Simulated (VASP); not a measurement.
A run of VASP 6.6.1 is set up as follows.

File INCAR:

```
SYSTEM = K3Li5Cl8
PREC = Accurate
ENCUT = 520
EDIFF = 1E-7
ISMEAR = -1
SIGMA = 0.05
LREAL = Auto
LASPH = .True.
NELM = 60
ALGO = Normal
ISIF = 2
LWAVE = .False.
LCHARG = .False.
GGA = PE
NBANDS = 63
ISYM = 0
```

KPOINTS

```
Automatic mesh
0
Gamma
  1 1 1
  0 0 0
```

File POSCAR:

```
K3Li5Cl8
1.0
    7.2786070000      0.1333350000      0.0943410000
    0.1333350000      7.6899040000     -0.1216970000
    0.0943410000     -0.1216970000      7.1404950000
Li Cl K
5 8 3
Direct
    0.1946712927      0.1912847486      0.0573050322
    0.7478642087      0.4881112491      0.0717611899
    0.0459899780      0.2789710397      0.5969135470
    0.5336019635      0.3984413158      0.6289825243
    0.5989756006      0.0402959118      0.9453487377
    0.4743248979      0.3584046737      0.9890354224
    0.0023312994      0.4113335227      0.9359158040
    0.7424300038      0.4771536564      0.4090956691
    0.2770022516      0.5597485723      0.5368651687
    0.2105832360      0.1462235460      0.3544553051
    0.2808215010      0.9684253540      0.8499662109
    0.7175992325      0.8174727530      0.0777018894
    0.7654269911      0.0925447243      0.6765594357
    0.2606498684      0.7071158033      0.1327180962
    0.5398904185      0.8916368210      0.4441592248
    0.9453569336      0.7522734743      0.6756449667
```

Potentials or basis: VASP PAW PBE potentials, release 64 (Li_sv, Cl, K_sv).

Command:

```sh
$ cat potpaw_PBE.64/Li_sv/POTCAR potpaw_PBE.64/Cl/POTCAR potpaw_PBE.64/K_sv/POTCAR > POTCAR
$ mpirun -np 1 vasp_gam > vasp.out
```

Q: Predict the band gap on the k mesh.

A: 4.78 eV.

Q: What does it give for the largest force?

A: 0.906 eV/Å.

Forces on the atoms (eV/Å):
```
Li   0.057  0.371 -0.355
Li  -0.637  0.110  0.567
Li  -0.222  0.183  0.088
Li  -0.177 -0.187  0.122
Li  -0.448  0.683 -0.391
Cl   0.366 -0.027 -0.206
Cl   0.490  0.074 -0.502
Cl   0.387  0.155  0.145
Cl   0.082  0.169  0.101
Cl   0.008 -0.590  0.266
Cl   0.099 -0.064 -0.209
Cl   0.250 -0.517  0.054
Cl   0.147  0.533 -0.115
K   -0.194 -0.514  0.037
K   -0.491 -0.144  0.224
K    0.285 -0.236  0.175
```

Caveat: the k points lie up to 0.88 Å⁻¹ apart.
